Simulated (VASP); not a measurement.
A run of VASP 6.6.1 is set up as follows.

POSCAR

```
NaH
1.0
    0.0000000000      2.4563001768      2.5567628541
    2.4563001768      0.0000000000      2.5567628541
    2.4563001768      2.4563001768      0.0000000000
Na H
1 1
Direct
    0.0000000000      0.0000000000      0.0000000000
    0.5000000000      0.5000000000      0.5000000000
```

Contents of INCAR.step1:

```
SYSTEM = NaH
PREC     = Accurate       ! precision mode
ENCUT    = 520            ! plane-wave cutoff, eV
ISMEAR   = -1             ! smearing method
SIGMA    = 0.2            ! smearing width, eV
LREAL    = .FALSE.        ! projectors in reciprocal space
LASPH    = .TRUE.         ! aspherical terms in the spheres
NELM     = 100            ! most SCF steps
NBANDS   = 11             ! bands
GGA      = PE             ! functional
ALGO     = Normal         ! electronic algorithm
EDIFF    = 1E-4           ! SCF threshold, eV
LWAVE    = .TRUE.         ! write WAVECAR
LCHARG   = .FALSE.        ! write CHGCAR
```

File INCAR.step2:

```
SYSTEM = NaH
PREC     = Accurate       ! precision mode
ENCUT    = 520            ! plane-wave cutoff, eV
EDIFF    = 1E-7           ! SCF threshold, eV
ISMEAR   = -1             ! smearing method
SIGMA    = 0.2            ! smearing width, eV
LREAL    = .FALSE.        ! projectors in reciprocal space
LASPH    = .TRUE.         ! aspherical terms in the spheres
NELM     = 100            ! most SCF steps
ALGO     = Normal         ! electronic algorithm
ISIF     = 2              ! what is computed and relaxed
LWAVE    = .FALSE.        ! write WAVECAR
LCHARG   = .FALSE.        ! write CHGCAR
METAGGA  = R2SCAN         ! meta-GGA
LMIXTAU  = .TRUE.       
NBANDS   = 11             ! bands
ISTART   = 1
```

Contents of KPOINTS:

```
regular mesh
0
G
  10 10 10
  0 0 0
```

Potentials or basis: VASP PAW PBE potentials, release 64 (Na_pv, H).

Launch:

```console
$ cat potpaw_PBE.64/Na_pv/POTCAR potpaw_PBE.64/H/POTCAR > POTCAR
$ cp INCAR.step1 INCAR
$ mpirun -np 1 vasp_std > vasp.out
$ cp INCAR.step2 INCAR
$ mpirun -np 1 vasp_std > vasp.out
```

Task: Predict the band gap on the k mesh.

Result: 4.20 eV (least direct gap 4.98 eV).

Task: Predict the pressure.

Result: -2.4 GPa.

Stress tensor (GPa, compression positive):
```
-2.18  0.00  0.00
 0.00 -2.18  0.00
 0.00  0.00 -2.98
```

Caveat: the PAW data sets were made with another functional, which shifts forces and pressure a little. A k mesh can miss the band edges.
